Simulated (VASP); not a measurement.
A run of VASP 6.6.1 is set up as follows.

Contents of INCAR:

```
PREC = Accurate
ENCUT = 500
EDIFF = 1E-6
ISMEAR = -1
SIGMA = 0.05
LREAL = Auto
LASPH = True
NELM = 120
ALGO = Normal
ISIF = 2
LWAVE = False
LCHARG = True
GGA = PS
LELF = True
LVHAR = True
ISYM = -1
NBANDS = 396
GGA_COMPAT = False
KPAR = 1
```

File KPOINTS:

```
explicit points
1
Reciprocal
  0.25000000   0.25000000   0.25000000 1
```

File POSCAR:

```
Al3Ga5P8
1.0
   11.5211832765     -0.0000000005      0.0000000000
   -0.0000009996     13.3186895701      0.0000000000
    0.0000000000      0.0000000000     12.6620830606
Ga Al P
30 18 48
Direct
    0.9998260000      0.1665510000      0.0006000000
    0.3326470000      0.1666240000      0.5006400000
    0.1669850000      0.4168470000      0.5004350000
    0.0005340000      0.6666380000      0.5002510000
    0.6667540000      0.1670090000      0.0003570000
    0.5000930000      0.4167780000      0.0004910000
    0.3331500000      0.6669050000      0.0001610000
    0.3327760000      0.6668220000      0.5007270000
    0.1662450000      0.9167860000      0.0002640000
    0.1667510000      0.9164000000      0.5006560000
    0.8334080000      0.4161520000      0.0010980000
    0.8338140000      0.4171970000      0.4994230000
    0.6667740000      0.6662100000      0.5001850000
    0.5002360000      0.9167440000      0.9998500000
    0.8335180000      0.9174870000      0.0005140000
    0.1659860000      0.0836950000      0.2505620000
    0.1662980000      0.0831850000      0.7506390000
    0.0000290000      0.3338820000      0.2505740000
    0.4994610000      0.0835880000      0.7504780000
    0.3324340000      0.3335100000      0.2503180000
    0.3326980000      0.3332540000      0.7502700000
    0.1662370000      0.5834630000      0.2508430000
    0.1668820000      0.5839150000      0.7499170000
    0.0001500000      0.8338000000      0.2504980000
    0.0003740000      0.8339170000      0.7504980000
    0.8335960000      0.0838990000      0.2497570000
    0.8333760000      0.0834540000      0.7510560000
    0.6669520000      0.3337320000      0.2497990000
    0.3325520000      0.8338330000      0.7508520000
    0.8339810000      0.5835380000      0.2505410000
    0.0001870000      0.1666940000      0.4999440000
    0.3332570000      0.1667560000      0.9999330000
    0.1667340000      0.4169160000      0.9998870000
    0.0000660000      0.6668030000      0.0000350000
    0.6667270000      0.1668120000      0.4998480000
    0.4997550000      0.4165780000      0.4998350000
    0.6668570000      0.6665130000      0.0002100000
    0.4996270000      0.9166160000      0.5001660000
    0.8336350000      0.9166320000      0.5001250000
    0.9997660000      0.3333760000      0.7499050000
    0.4994510000      0.0840980000      0.2499160000
    0.6664570000      0.3333910000      0.7499870000
    0.4997130000      0.5832870000      0.2499170000
    0.4993990000      0.5833320000      0.7498710000
    0.3326320000      0.8334480000      0.2497910000
    0.8336990000      0.5834940000      0.7496890000
    0.6666610000      0.8334490000      0.2497060000
    0.6664130000      0.8340020000      0.7500760000
    0.0000590000      0.1674150000      0.1874740000
    0.0000720000      0.1664000000      0.6873670000
    0.3323410000      0.1672370000      0.1872240000
    0.3327730000      0.1667390000      0.6875410000
    0.1665040000      0.4172740000      0.1873930000
    0.1668530000      0.4171670000      0.6871930000
    0.0003020000      0.6671530000      0.1875880000
    0.0006010000      0.6674880000      0.6870690000
    0.6670280000      0.1671960000      0.1871080000
    0.6667480000      0.1663040000      0.6873910000
    0.4996950000      0.4161760000      0.1872530000
    0.4992400000      0.4162930000      0.6870930000
    0.3325600000      0.6665100000      0.1869850000
    0.3329580000      0.6675630000      0.6874000000
    0.1660460000      0.9173990000      0.1870760000
    0.1667150000      0.9170550000      0.6874780000
    0.8337750000      0.4171410000      0.1877860000
    0.8333590000      0.4168750000      0.6862990000
    0.6672800000      0.6663570000      0.1872910000
    0.6666270000      0.6669950000      0.6869730000
    0.4997510000      0.9171320000      0.1866840000
    0.4991230000      0.9171350000      0.6874760000
    0.8338610000      0.9172790000      0.1872830000
    0.8339010000      0.9172120000      0.6875310000
    0.1667430000      0.0827780000      0.4373690000
    0.1661100000      0.0831050000      0.9374240000
    0.0003120000      0.3337700000      0.4373110000
    0.9995490000      0.3329690000      0.9373820000
    0.4992850000      0.0836460000      0.4372350000
    0.5002310000      0.0832290000      0.9373130000
    0.3325990000      0.3328910000      0.4371030000
    0.3336380000      0.3334630000      0.9370830000
    0.1666890000      0.5831070000      0.4376140000
    0.1668410000      0.5837340000      0.9367480000
    0.0004150000      0.8330970000      0.4373390000
    0.9995430000      0.8338060000      0.9372780000
    0.8333480000      0.0832850000      0.4365930000
    0.8330640000      0.0837190000      0.9378170000
    0.6671060000      0.3337490000      0.4366920000
    0.6665720000      0.3334960000      0.9375380000
    0.4993270000      0.5835940000      0.4373710000
    0.4995070000      0.5834000000      0.9372440000
    0.3327260000      0.8329710000      0.4372820000
    0.3329380000      0.8335540000      0.9375940000
    0.8335420000      0.5836100000      0.4372930000
    0.8333540000      0.5824940000      0.9371160000
    0.6667050000      0.8328010000      0.4371280000
    0.6669190000      0.8335450000      0.9374560000
```

Potentials or basis: VASP PAW PBE potentials, release 64 (Ga_d, Al, P).

Run with:

```bash
$ cat potpaw_PBE.64/Ga_d/POTCAR potpaw_PBE.64/Al/POTCAR potpaw_PBE.64/P/POTCAR > POTCAR
$ mpirun -np 4 vasp_std > vasp.out
```

Task: Predict the largest force.

Result: 0.021 eV/Å.

Task: Predict the band gap on the k mesh.

Result: 1.78 eV.

Task: What does it give for the pressure?

Result: 0.0 GPa.

Stress tensor (GPa, compression positive):
```
-0.04  0.09  0.06
 0.09 -0.02 -0.01
 0.06 -0.01  0.00
```

Caveat: the PAW data sets were made with another functional, which shifts forces and pressure a little; a shifted mesh leaves out Γ, where band edges can lie. A k mesh can miss the band edges.
